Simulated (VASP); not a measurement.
A run of VASP 6.6.1:

File INCAR:

```
PREC = Accurate ; ENCUT = 520
EDIFF = 1E-6 ; ISMEAR = -1
SIGMA = 0.05 ; LREAL = Auto
LASPH = True ; NELM = 80
ALGO = Normal ; ISIF = 2
LWAVE = False ; LCHARG = True
GGA = PE ; LELF = True
LVHAR = True ; NBANDS = 40
```

Contents of KPOINTS:

```
Automatic mesh
0
Gamma
  4 4 1
```

Contents of POSCAR:

```
Li
1.0
    6.9800000000      0.0000000000      0.0000000000
    3.4900000000      4.9356050000      0.0000000000
    0.0000000000      0.0000000000     20.4034080000
Li
17
Direct
   -0.2499999493      0.4999998987      0.0490114201
    0.2500000507      0.4999998987      0.0490114201
   -0.2500000000      1.0000000000      0.0490114201
    0.2500000000      1.0000000000      0.0490114201
    0.0008036038     -0.0009794139      0.1587079472
    0.5009803376     -0.0026558041      0.1638126337
    0.0016337809      0.4986817219      0.1581818586
    0.4994128752      0.4989218140      0.1647187078
   -0.2335370734      0.5125474992      0.2761832239
    0.2343397273      0.4859835826      0.2774982003
   -0.2381759231      1.0142985510      0.2761936633
    0.2389223445      0.9855810990      0.2773593509
    0.0150357266     -0.0226525421      0.4036188954
    0.5076081261     -0.0090835875      0.3839506126
    0.0012625862      0.4805481800      0.4060104567
    0.5131274808      0.4800673879      0.3800664575
    0.4952233321      0.7261768314      0.4988346555
```

Potentials or basis: VASP PAW PBE potentials, release 64 (Li_sv).

Run with:

```sh
$ cat potpaw_PBE.64/Li_sv/POTCAR > POTCAR
$ mpirun -np 1 vasp_std > vasp.out
```

Hardware: 1 thread of Intel(R) Xeon(R) 6975P-C (Granite Rapids), on a shared host.

Question: Estimate the wall time of this run.

Answer: It took 8 min on 1 thread of Intel(R) Xeon(R) 6975P-C (Granite Rapids), with other jobs on the host, peak memory 0.78 GiB. Counts: scf iterations 21, k points 10.
